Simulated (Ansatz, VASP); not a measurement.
## BaTiO3: VASP beside Ansatz

```
CELL_PARAMETERS angstrom
4.00822 0.00000 0.00000
0.00000 2.87328 2.88592
0.00000 -2.87328 2.88592
ATOMIC_POSITIONS crystal
Ba 0.00000 0.00808 0.00808
Ti 0.50000 0.51971 0.51971
O 0.00000 0.37451 0.45282
O 0.50000 0.49381 0.98300
O 0.50000 0.98300 0.49381
```

Alike in both runs: task single point; functional PBE; k mesh 6 × 6 × 6; occupations gaussian, width 0.05 eV; no spin polarisation; Hubbard terms Ti d U = 4.0 eV.

|  | VASP | Ansatz |
| --- | --- | --- |
| version | VASP 6.6.1 | Ansatz 0.2.0 |
| potentials or method | VASP PAW PBE potentials, release 64 (Ba_sv, Ti_sv, O), cutoff 520 eV | scalar-relativistic, plane waves, PAW |
| valence electrons in the cell | 40 | 40 |

```csv
,VASP,Ansatz,Ansatz less VASP
gap on the k mesh at the Fermi level (eV),2.36,2.40,+0.042
least direct gap on the mesh (eV),2.88,2.91,+0.024
pressure (GPa),5.3,1.6,-3.70
"traceless stress, the component that is largest in VASP (GPa)",4.45,3.32,-1.138
rms of the force components (eV/Å),1.163,1.088,-0.0752
```

The programs project onto different local orbitals, so the same U acts differently, and such runs can settle in different states. Atom by atom the forces differ by 0.245 eV/Å (rms over components).

Neither program's run includes spin-orbit coupling.
